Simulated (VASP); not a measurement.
A run of VASP 6.6.1 is set up as follows.

The input INCAR:

```
PREC = Accurate
ENCUT = 520
EDIFF = 1E-7
ISMEAR = -1
SIGMA = 0.01
LREAL = F
LASPH = T
NELM = 120
ALGO = Normal
ISIF = 2
LWAVE = F
LCHARG = F
GGA = PE
IBRION = 2
NSW = 60
EDIFFG = -0.03
NELECT = 216.0
GGA_COMPAT = F
NELMIN = 4
KPAR = 4
```

Contents of KPOINTS:

```
regular mesh
0
Gamma
  3 3 3
```

File POSCAR:

```
Cu16O7
1.0
   -4.2600000000      4.2600000000      4.2600000000
    4.2600000000     -4.2600000000      4.2600000000
    4.2600000000      4.2600000000     -4.2600000000
Cu O
16 7
Direct
    0.2500000000      0.2500000000      0.2500000000
    0.7500000000      0.7500000000      0.2500000000
    0.7500000000      0.2500000000      0.7500000000
    0.2500000000      0.7500000000      0.7500000000
    0.7500000000      0.5000000000      0.5000000000
    0.2500000000      0.0000000000      0.5000000000
    0.2500000000      0.5000000000      0.0000000000
    0.7500000000      0.0000000000      0.0000000000
    0.5000000000      0.5000000000      0.7500000000
    0.0000000000      0.0000000000      0.7500000000
    0.0000000000      0.5000000000      0.2500000000
    0.5000000000      0.0000000000      0.2500000000
    0.5000000000      0.7500000000      0.5000000000
    0.0000000000      0.2500000000      0.5000000000
    0.0000000000      0.7500000000      0.0000000000
    0.5000000000      0.2500000000      0.0000000000
    0.5000000000      0.5000000000      0.0000000000
    0.5000000000      0.0000000000      0.5000000000
    0.0000000000      0.5000000000      0.5000000000
    0.5000000000      0.5000000000      0.5000000000
    0.0000000000      0.0000000000      0.5000000000
    0.0000000000      0.5000000000      0.0000000000
    0.5000000000      0.0000000000      0.0000000000
```

Potentials or basis: VASP PAW PBE potentials, release 64 (Cu, O).

The run is started by

```sh
$ cat potpaw_PBE.64/Cu/POTCAR potpaw_PBE.64/O/POTCAR > POTCAR
$ mpirun -np 4 vasp_std > vasp.out
```

Problem. Predict the energy gained by relaxing.

Solution. 58.8 meV/atom.

Forces in eV/Å, atoms in the order of the input:
```
Cu  -0.013 -0.013 -0.013
Cu   0.006  0.006 -0.008
Cu   0.006 -0.008  0.006
Cu  -0.008  0.006  0.006
Cu  -0.008 -0.006 -0.006
Cu   0.006  0.008 -0.006
Cu   0.006 -0.006  0.008
Cu  -0.013  0.013  0.013
Cu  -0.006 -0.006 -0.008
Cu   0.013  0.013 -0.013
Cu   0.008 -0.006  0.006
Cu  -0.006  0.008  0.006
Cu  -0.006 -0.008 -0.006
Cu   0.008  0.006 -0.006
Cu   0.013 -0.013  0.013
Cu  -0.006  0.006  0.008
O    0.000  0.000  0.000
O    0.000  0.000  0.000
O    0.000  0.000  0.000
O    0.004  0.004  0.004
O   -0.004 -0.004  0.004
O   -0.004  0.004 -0.004
O    0.004 -0.004 -0.004
```

Caveat: the cell carries a net charge on a neutralising background, which shifts energy and pressure; the cell differs from its parent crystal (atoms taken out).
